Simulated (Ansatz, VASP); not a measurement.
Two plane-wave programs on Ga2IN3

```
Ga I N
1.0
     5.63702    0.00000    0.00000
    -2.81851    4.88180    0.00000
     0.00000    0.00000    2.83301
Ga I N
2 1 3
Direct
  0.33333 0.66667 0.00000
  0.66667 0.33333 0.00000
  0.00000 0.00000 0.00000
  0.50000 0.00000 0.50000
  0.00000 0.50000 0.50000
  0.50000 0.50000 0.50000
```

Change from the starting cell: species swapped into the CeZn2Ni3 type (P6/mmm, No. 191).

Alike in both runs: functional PBE; k mesh 6 × 6 × 4; occupations gaussian, width 0.1 eV; no spin polarisation.

Ansatz relaxed the structure, and its values are those at the end. VASP's run is a single point on that final structure, the one shown.

|  | VASP | Ansatz |
| --- | --- | --- |
| version | VASP 6.6.1 | Ansatz 0.2.0 |
| potentials or method | VASP PAW PBE potentials, release 64 (Ga_d, I, N), cutoff 520 eV | scalar-relativistic, plane waves, PAW |
| valence electrons in the cell | 48 | 58 |

```csv
,VASP,Ansatz,Ansatz less VASP
gap on the k mesh at the Fermi level (eV),none,none,-
pressure (GPa),0.3,0.0,-0.32
```

A gap of «none» marks a metal or a gap that the smearing closes. VASP's potentials hold 48 valence electrons a cell and Ansatz's 58, so a difference there can come from the potentials and not from the codes.

The k mesh is coarse, so the values compare programs but aren't converged. Neither program's run includes spin-orbit coupling.
